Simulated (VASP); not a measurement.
Ti: single point with PBEsol

The system is Ti.

```
CELL_PARAMETERS angstrom
0.00000 1.99955 2.09090
1.99955 0.00000 2.09090
1.99955 1.99955 0.00000
ATOMIC_POSITIONS crystal
Ti 0.00000 0.00000 0.00000
```

This cell differs from its parent crystal: strain -0.015 along x and y, +0.030 along z.

```yaml
Program: VASP 6.6.1
Task: single point
Functional: PBEsol
Potentials_or_basis: VASP PAW PBE potentials, release 64 (Ti_sv)
Cutoff: 520 eV
k_mesh: 10 × 10 × 10
Occupations: gaussian, width 0.15 eV
Spin: no spin polarisation
```

```
Pressure               : -0.5 GPa
Band gap on the k mesh : zero (band 6 reaches 9.19 eV, above the bottom of band 7 at 8.16 eV)
```

Stress tensor (GPa, compression positive):
```
-0.02  0.00  0.00
 0.00 -0.02  0.00
 0.00  0.00 -1.55
```

Levels at points of the mesh, in eV from the Fermi level:
```csv
k point,band 4,band 5,band 6,band 7,band 8,band 9
"(0.00, 0.00, 0.00)",-32.31,-6.18,0.66,1.04,1.04,2.39
"(0.50, 0.00, 0.00)",-32.38,-2.68,0.58,0.75,0.98,3.69
"(0.50, 0.50, 0.00)",-32.54,-2.73,-1.75,2.48,3.77,4.05
"(0.50, 0.00, 0.50)",-32.56,-2.71,-1.83,3.31,3.72,3.92
```

It took 26 s on 1 thread of Intel Xeon 6975P-C (shared host), peak memory 0.15 GiB.

Caveat: the cell differs from its parent crystal (strain -0.015 along x and y, +0.030 along z); the PAW data sets were made with another functional, which shifts forces and pressure a little.
